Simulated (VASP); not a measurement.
# Zn (Fmmm) in VASP: single point with PBE

Aim: the single point of Zn with PBE.

Program: VASP 6.6.1. These are calculated values, not measurements. Logs are shortened: lines on timing, memory, paths and dates and some standing lists are left out, and cuts for length are marked.

### 1 The cell of the first run

It takes space group Fmmm (No. 69, orthorhombic). Conventional cell: a = 3.902 Å, b = 3.911 Å, c = 3.975 Å, α = 90.00°, β = 90.00°, γ = 90.00°. Zn (site symmetry mmm) has 12 Zn at 2.76 to 2.79 Å within 3.6 Å.

### 2 Single point, PBE

INCAR reads:

```
SYSTEM = Zn
PREC = Accurate
ENCUT = 520
EDIFF = 1E-7
ISMEAR = 0
SIGMA = 0.1
LREAL = .FALSE.
LASPH = .TRUE.
NELM = 60
ALGO = Fast
ISIF = 2
LWAVE = .FALSE.
LCHARG = .TRUE.
GGA = PE
LELF = .TRUE.
LVHAR = .TRUE.
NBANDS = 19
```

KPOINTS reads:

```
Automatic mesh
0
G
  16 16 10
  0 0 0
```

POSCAR reads:

```
Zn
1.0
    1.9555050822     -1.9509706730      0.0000000000
    1.9555050822      1.9509706730      0.0000000000
    0.0000000000      0.0000000000      3.9749906556
Zn
2
Direct
    0.7500000000      0.2500000000      0.2500000000
    0.2500000000      0.7500000000      0.7500000000
```

Potentials or basis: VASP PAW PBE potentials, release 64 (Zn).

The run is started by

```
> cat potpaw_PBE.64/Zn/POTCAR > POTCAR
> mpirun -np 1 vasp_std > vasp.out
```

OUTCAR:

```text
SYSTEM = Zn
   PREC = Accurate
   ENCUT = 520
   EDIFF = 1E-7
   ISMEAR = 0
   LREAL = .FALSE.
   LASPH = .TRUE.
   NELM = 60
   ISIF = 2
   GGA = PE

 ion  position               nearest neighbor table
   1  0.750  0.250  0.250-   2 2.79   2 2.79   2 2.79   2 2.79   2 2.79   2 2.79   2 2.79   2 2.79

   2  0.250  0.750  0.750-   1 2.79   1 2.79   1 2.79   1 2.79   1 2.79   1 2.79   1 2.79   1 2.79

  LATTYP: Found a base centered orthorhombic cell.
 ALAT       =     3.9019413460
 B/A-ratio  =     1.0023241811
 C/A-ratio  =     1.0187212731

  Lattice vectors:

 A1 = (  -1.9555050822,  -1.9509706730,   0.0000000000)
 A2 = (   1.9555050822,  -1.9509706730,   0.0000000000)
 A3 = (   0.0000000000,   0.0000000000,   3.9749906556)

Analysis of symmetry for initial positions (statically):
=====================================================================
 Subroutine PRICEL returns following result:

  LATTYP: Found a face centered orthorhombic cell.
 ALAT       =     3.9019413460
 B/A-ratio  =     1.0023241811
 C/A-ratio  =     1.0187212731

  Lattice vectors:

 A1 = (   1.9555050822,   0.0000000000,   1.9874953278)
 A2 = (   0.0000000000,  -1.9509706730,   1.9874953278)
 A3 = (   1.9555050822,  -1.9509706730,   0.0000000000)

   2 primitive cells build up your supercell.

 Routine SETGRP: Setting up the symmetry group for a
 base centered orthorhombic supercell.

 Subroutine GETGRP returns: Found  8 space group operations
 (whereof  4 operations were pure point group operations)
 out of a pool of  8 trial point group operations.

The static configuration has the point symmetry C_2h.
 The point group associated with its full space group is D_2h.

Analysis of symmetry for dynamics (positions and initial velocities):
=====================================================================
 Subroutine PRICEL returns following result:

  LATTYP: Found a face centered orthorhombic cell.
 ALAT       =     3.9019413460
 B/A-ratio  =     1.0023241811
 C/A-ratio  =     1.0187212731

  Lattice vectors:

 A1 = (   1.9555050822,   0.0000000000,   1.9874953278)
 A2 = (   0.0000000000,  -1.9509706730,   1.9874953278)
 A3 = (   1.9555050822,  -1.9509706730,   0.0000000000)

   2 primitive cells build up your supercell.

 Routine SETGRP: Setting up the symmetry group for a
 base centered orthorhombic supercell.

 Subroutine GETGRP returns: Found  8 space group operations
 (whereof  4 operations were pure point group operations)
 out of a pool of  8 trial point group operations.

The dynamic configuration has the point symmetry C_2h.
 The point group associated with its full space group is D_2h.

 Subroutine INISYM returns: Found  8 space group operations
 (whereof  4 operations are pure point group operations),
 and found     2 'primitive' translations

----------------------------------------------------------------------------------------

                                     Primitive cell

  volume of cell :      15.1651

  direct lattice vectors                    reciprocal lattice vectors
     1.955505082  0.000000000  1.987495328     0.255688418  0.256282684  0.251572918
     0.000000000 -1.950970673  1.987495328    -0.255688418 -0.256282684  0.251572918
     1.955505082 -1.950970673  0.000000000     0.255688418 -0.256282684 -0.251572918

  length of vectors
     2.788214089  2.785035771  2.762297358     0.440847269  0.440847269  0.440847269

  position of ions in fractional coordinates (direct lattice)
     0.500000000  1.000000000  0.500000000

  ion indices of the primitive-cell ions
   primitive index   ion index
                 1           1

----------------------------------------------------------------------------------------

 KPOINTS: Automatic mesh

Automatic generation of k-mesh.
 Grid dimensions read from file:
 generate k-points for:   16   16   10

 Generating k-lattice:

  Cartesian coordinates                     Fractional coordinates (reciprocal lattice)
     0.015980526 -0.016017668  0.000000000     0.062500000  0.000000000  0.000000000
     0.015980526  0.016017668  0.000000000     0.000000000  0.062500000  0.000000000
     0.000000000  0.000000000  0.025157292     0.000000000  0.000000000  0.100000000

  Length of vectors
     0.022626155  0.022626155  0.025157292

  Shift w.r.t. Gamma in fractional coordinates (k-lattice)
     0.000000000  0.000000000  0.000000000

 Subroutine IBZKPT returns following result:
 ===========================================

 Found    438 irreducible k-points:

 Following reciprocal coordinates:
            Coordinates               Weight
  0.000000  0.000000  0.000000      1.000000
  0.062500 -0.000000  0.000000      4.000000
  0.125000 -0.000000  0.000000      4.000000
  0.187500  0.000000  0.000000      4.000000
  0.250000 -0.000000  0.000000      4.000000
  0.312500 -0.000000  0.000000      4.000000
[... 16 lines left out ...]
 -0.125000  0.062500  0.000000      4.000000
 -0.062500  0.062500  0.000000      2.000000
 [... further k-points ...]
   k-points           NKPTS =    438   k-points in BZ     NKDIM =    438   number of bands    NBANDS=     19
   number of dos      NEDOS =    301   number of ions     NIONS =      2
   total plane-waves  NPLWV =  17280
   dimension x,y,z NGX =    24 NGY =   24 NGZ =   30
   dimension x,y,z NGXF=    48 NGYF=   48 NGZF=   60
   ions per type =               2
   NGX,Y,Z   is equivalent  to a cutoff of  14.44, 14.44, 12.55 a.u.
   NGXF,Y,Z  is equivalent  to a cutoff of  28.89, 28.89, 25.09 a.u.
 SYSTEM =  Zn
   PREC   = accura    normal or accurate (medium, high low for compatibility)
   ISTART =      0    job   : 0-new  1-cont  2-samecut
   ICHARG =      2    charge: 1-file 2-atom 10-const
   ISPIN  =      1    spin polarized calculation?
   LNONCOLLINEAR =      F non collinear calculations
   LSORBIT =      F    spin-orbit coupling
   LASPH  =      T    aspherical Exc in radial PAW
   ENCUT  =  520.0 eV  38.22 Ry    6.18 a.u.   5.14  5.14  7.39*2*pi/ulx,y,z
   NELM   =     60;   NELMIN=  2; NELMDL= -5     # of ELM steps
   EDIFF  = 0.1E-06   stopping-criterion for ELM
   LREAL  =      F    real-space projection
   EDIFFG = 0.1E-05   stopping-criterion for IOM
   NSW    =      0    number of steps for IOM
   IBRION =     -1    ionic relax: 0-MD 1-quasi-New 2-CG
   NFREE  =      0    steps in history (QN), initial steepest desc. (CG)
   ISIF   =      2    stress and relaxation
   ISYM   =      2    0-nonsym 1-usesym 2-fastsym
   POTIM  = 0.5000    time-step for ionic-motion
   TEBEG  =    0.0;   TEEND  =   0.0 temperature during run
   PSTRESS=    0.0 pullay stress
   NELECT =      24.0000    total number of electrons
   NUPDOWN=      -1.0000    fix difference up-down
   EMIN   =  10.00;   EMAX   =-10.00  energy-range for DOS
   EFERMI =   0.00;   METHOD = LEGACY
   ISMEAR =     0;   SIGMA  =   0.10  broadening in eV -4-tet -1-fermi 0-gaus
   EFERMI_NEDOS =   21; number of points for ismear=-14 and -15
   IALGO  =     68    algorithm
   IMIX   =      4    mixing-type and parameters
     AMIX     =   0.40;   BMIX     =  1.00
     AMIX_MAG =   1.60;   BMIX_MAG =  1.00
  volume/ion in A,a.u.               =      15.17       102.34
  Fermi-wavevector in a.u.,A,eV,Ry     =   1.514212  2.861446 31.195949  2.292838
  Thomas-Fermi vector in A             =   2.623900
   LORBIT       =      0    0 simple, 1 ext, 2 COOP (PROOUT), +10 PAW based schemes
   GGA     = PE    functional components
   LHFCALC =     F    Hartree Fock is set to
   AEXX    =    0.0000 exact exchange contribution
   IVDW    =     0    specifies the selected vdW correction
   LEPSILON=     F    determine dielectric tensor
   LRPA    =     F    only Hartree local field effects (RPA)
 non-spin polarized calculation
 RMM-DIIS sequential band-by-band and
 Gauss-broadening in eV      SIGMA  =   0.10
  energy-cutoff  :      520.00
  volume of cell :       30.33
 maximum number of plane-waves:       838
 NGX is ok and might be reduce to    24
   NGX = 11   NGY = 11   NGZ = 15

 number of electron      24.0000008 magnetization

 Free energy of the ion-electron system (eV)
  ---------------------------------------------------
  ext. energy  EPLUGINS =         0.00000000
  ---------------------------------------------------
  free energy    TOTEN  =        -2.17210777 eV

  energy without entropy =       -2.16905462  energy(sigma->0) =       -2.17058119

 E-fermi :   3.0633     XC(G=0): -11.5782

 val. band max:        3.0554619283   @ k =   0.3750   0.3125   0.3000
 cond. band min:       3.0761707483   @ k =   0.3750   0.0000   0.4000
 fundamental gap:      0.0207088200
 Fermi energy:         3.0633116274

 k-point     1 :       0.0000    0.0000    0.0000
  band No.  band energies     occupation
      1      -7.2707      2.00000
      2      -5.2264      2.00000
      3      -5.1499      2.00000
      4      -4.5657      2.00000
      5      -4.5216      2.00000
      6      -4.5158      2.00000
[... 11 lines left out ...]
     18      21.3408      0.00000
     19      21.3596      0.00000

 k-point     2 :       0.0625   -0.0000    0.0000
  band No.  band energies     occupation
      1      -7.1910      2.00000
      2      -5.2054      2.00000
      3      -5.1326      2.00000
      4      -4.5535      2.00000
      5      -4.5279      2.00000
      6      -4.5102      2.00000
[... 11 lines left out ...]
     18      20.2386      0.00000
     19      20.2517      0.00000

 k-point     3 :       0.1250   -0.0000    0.0000
  band No.  band energies     occupation
      1      -6.9545      2.00000
      2      -5.1544      2.00000
      3      -5.0738      2.00000
      4      -4.5522      2.00000
      5      -4.5200      2.00000
      6      -4.4870      2.00000
[... 11 lines left out ...]
     18      18.3833      0.00000
     19      19.6027      0.00000

 k-point     4 :       0.1875    0.0000    0.0000
  band No.  band energies     occupation
      1      -6.5712      2.00000
      2      -5.0928      2.00000
      3      -4.9683      2.00000
      4      -4.5881      2.00000
      5      -4.4765      2.00000
      6      -4.4492      2.00000
[... 407 lines left out ...]
     18      17.6854      0.00000
     19      21.1549      0.00000

 k-point    23 :      -0.1250    0.0625    0.0000
  band No.  band energies     occupation
      1      -6.8752      2.00000
      2      -5.1305      2.00000
      3      -5.0612      2.00000
      4      -4.5692      2.00000
      5      -4.5066      2.00000
      6      -4.4709      2.00000
[... 11 lines left out ...]
     18      18.3557      0.00000
     19      19.6971      0.00000

 k-point    24 :      -0.0625    0.0625    0.0000
  band No.  band energies     occupation
      1      -7.1112      2.00000
      2      -5.1834      2.00000
      3      -5.1167      2.00000
      4      -4.5410      2.00000
      5      -4.5398      2.00000
      6      -4.4992      2.00000
[... 11 lines left out ...]
     18      19.9400      0.00000
     19      19.9881      0.00000

 [... further k-points ...]

------------------------ aborting loop because EDIFF is reached ----------------------------------------

  FORCE on cell =-STRESS in cart. coord.  units (eV):
  Direction    XX          YY          ZZ          XY          YZ          ZX
  --------------------------------------------------------------------------------------
  -------------------------------------------------------------------------------------
  Total        0.0610255      0.0855068      0.0522934      0.0000000      0.0000000      0.0000000
  in kB        3.2236373      4.5168480      2.7623704      0.0000000      0.0000000      0.0000000
  external PRESSURE =       3.5009519 kB  Pullay stress =       0.0000000 kB

 VOLUME and BASIS-vectors are now :
 -----------------------------------------------------------------------------
  energy-cutoff  :      520.00
  volume of cell :       30.33
      direct lattice vectors                 reciprocal lattice vectors
     1.955505082 -1.950970673  0.000000000     0.255688418 -0.256282684  0.000000000
     1.955505082  1.950970673  0.000000000     0.255688418  0.256282684  0.000000000
     0.000000000  0.000000000  3.974990656     0.000000000  0.000000000  0.251572918

 POSITION                                       TOTAL-FORCE (eV/Angst)
 -----------------------------------------------------------------------------------
      1.95551     -0.97549      0.99375        -0.000000      0.000000     -0.000000
      1.95551      0.97549      2.98124         0.000000     -0.000000      0.000000
 -----------------------------------------------------------------------------------
    total drift:                                0.000000      0.000000      0.000000

  FREE ENERGIE OF THE ION-ELECTRON SYSTEM (eV)
  ---------------------------------------------------
  free  energy   TOTEN  =        -2.1721077696 eV

  energy  without entropy=       -2.1690546172  energy(sigma->0) =       -2.17058119
```

It took 2.1 min on 1 thread of AMD EPYC 9R45 (Zen 5), shared host; peak memory 0.27 GiB.

Results:

```yaml
Free_energy: -2.1721 eV
Pressure: 0.4 GPa
Band_gap_on_the_k_mesh: zero (bands 12 and 13 overlap by 3.63 eV)
```

Stress tensor (GPa, compression positive):
```
0.32 0.00 0.00
0.00 0.45 0.00
0.00 0.00 0.28
```

Levels at points of the mesh, in eV from the Fermi level:
```tsv
k point	band 9	band 10	band 11	band 12	band 13	band 14	band 15	band 16
(0.00, 0.00, 0.00)	-6.95	-6.87	-6.86	-1.16	1.47	8.68	8.70	12.30
(0.50, 0.00, 0.00)	-7.19	-7.19	-4.49	-4.49	4.98	4.98	5.56	5.56
(0.50, 0.50, 0.00)	-6.85	-6.85	-0.90	-0.86	1.87	1.92	8.27	8.31
(0.00, 0.00, 0.50)	-7.07	-7.07	-7.05	-7.05	11.65	11.65	11.66	11.66
(0.50, 0.00, 0.50)	-6.93	-6.93	-2.88	-2.88	-1.36	-1.36	15.00	15.00
(0.50, 0.50, 0.50)	-6.85	-6.85	2.27	2.27	2.31	2.31	3.23	3.23
```
